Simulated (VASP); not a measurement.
# Mg8O9 (a cell with a defect) in VASP: single point with PBEsol

Aim: the single point of Mg8O9 (a cell with a defect) with PBEsol.

Program: VASP 6.6.1. These are calculated values, not measurements. Logs are shortened: lines on timing, memory, paths and dates and some standing lists are left out, and cuts for length are marked.

**1. The cell of the first run**

The cell holds a defect, 17 atoms: a = 5.508 Å, b = 5.508 Å, c = 5.508 Å, α = 60.00°, β = 60.00°, γ = 60.00°.

**2. Single point, PBEsol, collinear spin**

INCAR reads:

```
SYSTEM = Mg8O9
ALGO = Normal ; EDIFF = 1E-7
ENCUT = 520 ; GGA = PS
ISIF = 2 ; ISMEAR = -1
ISPIN = 2 ; LASPH = .TRUE.
LCHARG = .TRUE. ; LELF = .TRUE.
LORBIT = 11 ; LREAL = Auto
LVHAR = .TRUE. ; LWAVE = .FALSE.
MAGMOM = 0 0 0 0 0 0 0 0 0 0 0 0 0 0 0 0 1 ; NBANDS = 53
NELM = 150 ; PREC = Accurate
SIGMA = 0.05
```

KPOINTS reads:

```
k-points
0
G
  2 2 2
  0 0 0
```

POSCAR reads:

```
Mg8O9
1.0
    0.0000000000      3.8950000000      3.8950000000
    3.8950000000      0.0000000000      3.8950000000
    3.8950000000      3.8950000000      0.0000000000
Mg O
8 9
Direct
    0.0195059643     -0.0052765954     -0.0101586125
   -0.0100155158      0.0318773429      0.4954108648
    0.0027431350      0.5114720823     -0.0268035103
   -0.0099091551      0.4816724087      0.4955816854
    0.5251999662      0.0319279876     -0.0394215655
    0.5123393604      0.0017566487      0.4829965765
    0.5250236817      0.4815036601     -0.0394806271
    0.4956346718      0.5185762807      0.4660183673
    0.2575708958      0.2566642576      0.2281189274
    0.2576369342      0.2566753276      0.7280196473
    0.1361559956      0.7567488648      0.3494482769
    0.2574914301      0.7566213407      0.7279642272
    0.7576278398      0.2565119529      0.2280275697
    0.7576851208      0.2566768646      0.7279780731
    0.7575860742      0.7565571379      0.2280968312
    0.7575899591      0.7565990820      0.7278925194
    0.3795611418      0.7567999563      1.1060080491
```

Potentials or basis: VASP PAW PBE potentials, release 64 (Mg, O).

Command:

```
> cat potpaw_PBE.64/Mg/POTCAR potpaw_PBE.64/O/POTCAR > POTCAR
> mpirun -np 1 vasp_std > vasp.out
```

OUTCAR:

```text
SYSTEM = Mg8O9
   EDIFF = 1E-7
   ENCUT = 520
   GGA = PS
   ISIF = 2
   ISMEAR = -1
   ISPIN = 2
   LASPH = .TRUE.
   LORBIT = 11
   LREAL = Auto
   NELM = 150
   PREC = Accurate

 ion  position               nearest neighbor table
   1  0.020  0.995  0.990-  13 1.95  12 1.95  10 1.95  15 1.95  11 1.97  17 1.97  14 2.04   5 2.71
                             4 2.71   2 2.71   7 2.71   6 2.75   6 2.76   3 2.76   3 2.76   7 2.81
   2  0.990  0.032  0.495-  11 1.72  14 1.78   9 1.92  13 1.95  12 1.96  16 1.98   4 2.48   5 2.56
                            17 2.63   8 2.71   1 2.71   6 2.75   3 2.75   3 2.76   6 2.77   1 2.81
   3  0.003  0.511  0.973-  16 1.91  12 1.95  10 1.95  15 1.95  13 1.95   9 1.99   4 2.75   5 2.75
                             7 2.75   8 2.75   2 2.75   8 2.75   1 2.76   1 2.76   2 2.76   7 2.76
   4  0.990  0.482  0.496-  11 1.72  14 1.78   9 1.93  15 1.95  10 1.95  16 1.98   2 2.48   7 2.56
                            17 2.63   1 2.71   8 2.71   3 2.75   6 2.75   6 2.77   3 2.77   8 2.81
   5  0.525  0.032  0.961-  17 1.71  14 1.78   9 1.92  15 1.95  10 1.96  16 1.99   7 2.48   2 2.56
                            11 2.62   1 2.71   8 2.71   3 2.75   6 2.75   6 2.76   3 2.77   8 2.81
   6  0.512  0.002  0.483-  16 1.91  10 1.95  12 1.95  13 1.95  15 1.95   9 1.99   7 2.75   4 2.75
                             2 2.75   1 2.75   5 2.75   1 2.76   8 2.76   8 2.76   5 2.76   4 2.77
   7  0.525  0.482  0.961-  17 1.72  14 1.78   9 1.92  12 1.96  13 1.96  16 1.98   5 2.48   4 2.56
                            11 2.62   1 2.71   8 2.71   6 2.75   3 2.75   3 2.76   6 2.77   8 2.81
   8  0.496  0.519  0.466-  10 1.95  15 1.95  12 1.95  13 1.95  11 1.97  17 1.97  14 2.04   2 2.71
                             5 2.71   7 2.71   4 2.71   3 2.75   3 2.75   6 2.76   6 2.76   4 2.81
   9  0.258  0.257  0.228-   5 1.92   7 1.92   2 1.92   4 1.93   6 1.99   3 1.99
  10  0.258  0.257  0.728-   6 1.95   3 1.95   8 1.95   1 1.95   4 1.95   5 1.96
  11  0.136  0.757  0.349-  17 1.34   2 1.72   4 1.72   8 1.97   1 1.97   7 2.62   5 2.62
  12  0.257  0.757  0.728-   3 1.95   6 1.95   1 1.95   8 1.95   2 1.96   7 1.96
  13  0.758  0.257  0.228-   6 1.95   3 1.95   1 1.95   8 1.95   2 1.95   7 1.96
  14  0.758  0.257  0.728-   5 1.78   2 1.78   7 1.78   4 1.78   1 2.04   8 2.04
  15  0.758  0.757  0.228-   3 1.95   6 1.95   8 1.95   1 1.95   5 1.95   4 1.95
  16  0.758  0.757  0.728-   6 1.91   3 1.91   4 1.98   7 1.98   2 1.98   5 1.99
  17  0.380  0.757  0.106-  11 1.34   5 1.71   7 1.72   8 1.97   1 1.97   2 2.63   4 2.63

  LATTYP: Found a face centered cubic cell.
 ALAT       =     7.7900000000

  Lattice vectors:

 A1 = (   0.0000000000,   3.8950000000,   3.8950000000)
 A2 = (   3.8950000000,   0.0000000000,   3.8950000000)
 A3 = (   3.8950000000,   3.8950000000,   0.0000000000)

Analysis of symmetry for initial positions (statically):
=====================================================================
 Subroutine PRICEL returns:
 Original cell was already a primitive cell.

 Routine SETGRP: Setting up the symmetry group for a
 face centered cubic supercell.

 Subroutine GETGRP returns: Found  1 space group operations
 (whereof  1 operations were pure point group operations)
 out of a pool of 48 trial point group operations.

The static configuration has the point symmetry C_1 .

Analysis of symmetry for dynamics (positions and initial velocities):
=====================================================================
 Subroutine PRICEL returns:
 Original cell was already a primitive cell.

 Routine SETGRP: Setting up the symmetry group for a
 face centered cubic supercell.

 Subroutine GETGRP returns: Found  1 space group operations
 (whereof  1 operations were pure point group operations)
 out of a pool of 48 trial point group operations.

The dynamic configuration has the point symmetry C_1 .

Analysis of structural, dynamic, and magnetic symmetry:
=====================================================================
 Subroutine PRICEL returns:
 Original cell was already a primitive cell.

 Routine SETGRP: Setting up the symmetry group for a
 face centered cubic supercell.

 Subroutine GETGRP returns: Found  1 space group operations
 (whereof  1 operations were pure point group operations)
 out of a pool of 48 trial point group operations.

The overall configuration has the point symmetry C_1 .

 Subroutine INISYM returns: Found  1 space group operations
 (whereof  1 operations are pure point group operations),
 and found     1 'primitive' translations

----------------------------------------------------------------------------------------

                                     Primitive cell

  volume of cell :     118.1823

  direct lattice vectors                    reciprocal lattice vectors
     0.000000000  3.895000000  3.895000000    -0.128369705  0.128369705  0.128369705
     3.895000000  0.000000000  3.895000000     0.128369705 -0.128369705  0.128369705
     3.895000000  3.895000000  0.000000000     0.128369705  0.128369705 -0.128369705

  length of vectors
     5.508361825  5.508361825  5.508361825     0.222342851  0.222342851  0.222342851

  position of ions in fractional coordinates (direct lattice)
     0.019505964  0.994723405  0.989841388
[... 66 lines left out ...]
  0.500000  0.000000  0.000000      1.000000
  0.000000  0.500000  0.000000      1.000000
  0.000000  0.000000  0.500000      1.000000
  0.500000  0.500000  0.500000      1.000000
  0.500000  0.500000  0.000000      1.000000
  0.000000  0.500000  0.500000      1.000000
  0.500000  0.000000  0.500000      1.000000
   k-points           NKPTS =      8   k-points in BZ     NKDIM =      8   number of bands    NBANDS=     53
   number of dos      NEDOS =    301   number of ions     NIONS =     17
   total plane-waves  NPLWV =  74088
   dimension x,y,z NGX =    42 NGY =   42 NGZ =   42
   dimension x,y,z NGXF=    84 NGYF=   84 NGZF=   84
   ions per type =               8   9
   NGX,Y,Z   is equivalent  to a cutoff of  12.68, 12.68, 12.68 a.u.
   NGXF,Y,Z  is equivalent  to a cutoff of  25.35, 25.35, 25.35 a.u.
 SYSTEM =  Mg8O9
   PREC   = accura    normal or accurate (medium, high low for compatibility)
   ISTART =      0    job   : 0-new  1-cont  2-samecut
   ICHARG =      2    charge: 1-file 2-atom 10-const
   ISPIN  =      2    spin polarized calculation?
   LNONCOLLINEAR =      F non collinear calculations
   LSORBIT =      F    spin-orbit coupling
   LASPH  =      T    aspherical Exc in radial PAW
   ENCUT  =  520.0 eV  38.22 Ry    6.18 a.u.  10.24 10.24 10.24*2*pi/ulx,y,z
   NELM   =    150;   NELMIN=  2; NELMDL= -5     # of ELM steps
   EDIFF  = 0.1E-06   stopping-criterion for ELM
   LREAL  =      T    real-space projection
   EDIFFG = 0.1E-05   stopping-criterion for IOM
   NSW    =      0    number of steps for IOM
   IBRION =     -1    ionic relax: 0-MD 1-quasi-New 2-CG
   NFREE  =      0    steps in history (QN), initial steepest desc. (CG)
   ISIF   =      2    stress and relaxation
   ISYM   =      2    0-nonsym 1-usesym 2-fastsym
   POTIM  = 0.5000    time-step for ionic-motion
   TEBEG  =    0.0;   TEEND  =   0.0 temperature during run
   PSTRESS=    0.0 pullay stress
   NELECT =      70.0000    total number of electrons
   NUPDOWN=      -1.0000    fix difference up-down
   EMIN   =  10.00;   EMAX   =-10.00  energy-range for DOS
   EFERMI =   0.00;   METHOD = LEGACY
   ISMEAR =    -1;   SIGMA  =   0.05  broadening in eV -4-tet -1-fermi 0-gaus
   EFERMI_NEDOS =   21; number of points for ismear=-14 and -15
   IALGO  =     38    algorithm
   IMIX   =      4    mixing-type and parameters
     AMIX     =   0.40;   BMIX     =  1.00
     AMIX_MAG =   1.60;   BMIX_MAG =  1.00
  volume/ion in A,a.u.               =       6.95        46.91
  Fermi-wavevector in a.u.,A,eV,Ry     =   1.374854  2.598098 25.718068  1.890225
  Thomas-Fermi vector in A             =   2.500243
   LORBIT       =     11    0 simple, 1 ext, 2 COOP (PROOUT), +10 PAW based schemes
   GGA     = PS    functional components
   LHFCALC =     F    Hartree Fock is set to
   AEXX    =    0.0000 exact exchange contribution
   IVDW    =     0    specifies the selected vdW correction
   LEPSILON=     F    determine dielectric tensor
   LRPA    =     F    only Hartree local field effects (RPA)
 spin polarized calculation
  energy-cutoff  :      520.00
  volume of cell :      118.18
 maximum number of plane-waves:      3218
 NGX is ok and might be reduce to    42
   NGX = 21   NGY = 21   NGZ = 21

 number of electron      69.9999996 magnetization       0.0000076

 number of electron      69.9999996 magnetization      -0.0000008

 Free energy of the ion-electron system (eV)
  ---------------------------------------------------
  ext. energy  EPLUGINS =         0.00000000
  ---------------------------------------------------
  free energy    TOTEN  =       -92.66328997 eV

  energy without entropy =      -92.66328997  energy(sigma->0) =      -92.66328997

 E-fermi :   8.2291     XC(G=0): -12.7856

 val. band max:        7.0540516266   @ k =   0.5000   0.0000   0.5000
 cond. band min:      12.8143748878   @ k =   0.0000   0.0000   0.0000
 fundamental gap:      5.7603232612
 Fermi energy:         8.2291430183

 spin component 1

 k-point     1 :       0.0000    0.0000    0.0000
  band No.  band energies     occupation
      1     -17.6555      1.00000
      2     -12.9514      1.00000
      3     -11.6308      1.00000
      4     -11.0315      1.00000
      5     -10.8201      1.00000
      6     -10.8054      1.00000
[... 389 lines left out ...]
     46      18.3958      0.00000
     47      18.4122      0.00000
 Fermi energy:         8.2291430183

 spin component 2

 k-point     1 :       0.0000    0.0000    0.0000
  band No.  band energies     occupation
      1     -17.6554      1.00000
      2     -12.9514      1.00000
      3     -11.6308      1.00000
      4     -11.0315      1.00000
      5     -10.8201      1.00000
      6     -10.8054      1.00000
[... 389 lines left out ...]
     46      18.3958      0.00000
     47      18.4122      0.00000
 [bands above 47 left out]

------------------------ aborting loop because EDIFF is reached ----------------------------------------

  FORCE on cell =-STRESS in cart. coord.  units (eV):
  Direction    XX          YY          ZZ          XY          YZ          ZX
  --------------------------------------------------------------------------------------
  -------------------------------------------------------------------------------------
  Total       77.5434907     53.2427781     77.5498058      0.0055607     -0.0158353     -1.0481210
  in kB     1051.2440441    721.8033754   1051.3296569      0.0753849     -0.2146768    -14.2092002
  external PRESSURE =     941.4590255 kB  Pullay stress =       0.0000000 kB

 VOLUME and BASIS-vectors are now :
 -----------------------------------------------------------------------------
  energy-cutoff  :      520.00
  volume of cell :      118.18
      direct lattice vectors                 reciprocal lattice vectors
     0.000000000  3.895000000  3.895000000    -0.128369705  0.128369705  0.128369705
     3.895000000  0.000000000  3.895000000     0.128369705 -0.128369705  0.128369705
     3.895000000  3.895000000  0.000000000     0.128369705  0.128369705 -0.128369705

 POSITION                                       TOTAL-FORCE (eV/Angst)
 -----------------------------------------------------------------------------------
      7.72988      3.93141      3.95042        -0.000436      0.020238      0.004070
      2.05379      5.78561      3.98015         0.018547      0.008538      0.009876
      5.78278      3.80128      2.00287         0.000602     -0.012866     -0.003239
      3.80640      5.78669      5.73252        -0.020025     -0.001326     -0.019415
      3.86581      5.78711      2.17001         0.004395     -0.008578      0.004388
      1.88811      3.87683      2.00240        -0.005504      0.005207      0.003749
[... 9 lines left out ...]
      5.78209      5.78595      5.89777         0.004867      0.013571      0.014182
      3.36064      1.89129      4.42613        -0.197043     -0.004765      0.184087
 -----------------------------------------------------------------------------------
    total drift:                               -0.006663      0.010034     -0.005865

  FREE ENERGIE OF THE ION-ELECTRON SYSTEM (eV)
  ---------------------------------------------------
  free  energy   TOTEN  =       -92.6632899734 eV

  energy  without entropy=      -92.6632899734  energy(sigma->0) =      -92.66328997

 total charge

# of ion       s       p       d       tot
------------------------------------------
    1        0.184   0.268   0.147   0.600
    2        0.224   0.342   0.191   0.757
    3        0.192   0.277   0.144   0.614
    4        0.224   0.341   0.191   0.757
    5        0.224   0.342   0.191   0.757
    6        0.192   0.277   0.144   0.614
[... 9 lines left out ...]
   16        1.550   3.702   0.000   5.253
   17        1.608   3.698   0.000   5.306
--------------------------------------------------
tot         15.707  35.833   1.348  52.889

 magnetization (x)

# of ion       s       p       d       tot
------------------------------------------
    1       -0.000  -0.000  -0.000  -0.000
    2       -0.000  -0.000  -0.000  -0.000
    3        0.000   0.000   0.000   0.000
    4       -0.000  -0.000  -0.000  -0.000
    5        0.000   0.000   0.000   0.000
    6        0.000   0.000   0.000   0.000
[... 9 lines left out ...]
   16       -0.000   0.000   0.000   0.000
   17       -0.000  -0.000   0.000  -0.000
--------------------------------------------------
tot          0.000  -0.000   0.000  -0.000
```

It took 3.8 min on 1 thread of Intel Xeon Platinum 8375C at 2.90GHz (Ice Lake), shared host; peak memory 0.34 GiB.

What came out:

* Free energy: -92.6633 eV
* Pressure: 94.1 GPa
* Largest force: 0.286 eV/Å
* Band gap on the k mesh: 5.76 eV
* Net moment: 0.00 μB per cell
* Valence electrons inside the program's atomic spheres: Mg 0.60, 0.76, 0.61 (each value once); O 5.24, 5.31, 5.35, 5.25 (each value once)

Forces in eV/Å, atoms in the order of the input:
```
Mg   0.000  0.020  0.004
Mg   0.019  0.009  0.010
Mg   0.001 -0.013 -0.003
Mg  -0.020 -0.001 -0.019
Mg   0.004 -0.009  0.004
Mg  -0.006  0.005  0.004
Mg  -0.016 -0.001 -0.011
Mg  -0.002 -0.009  0.005
O    0.001 -0.004  0.001
O    0.002  0.002 -0.003
O    0.197 -0.002 -0.207
O    0.007  0.008  0.003
O    0.007 -0.012  0.003
O   -0.001 -0.002  0.004
O    0.002 -0.001  0.007
O    0.005  0.014  0.014
O   -0.197 -0.005  0.184
```

Stress tensor (GPa, compression positive):
```
105.12   0.01  -1.42
  0.01  72.18  -0.02
 -1.42  -0.02 105.13
```

Caveat: the k points lie up to 0.70 Å⁻¹ apart; the PAW data sets were made with another functional, which shifts forces and pressure a little.
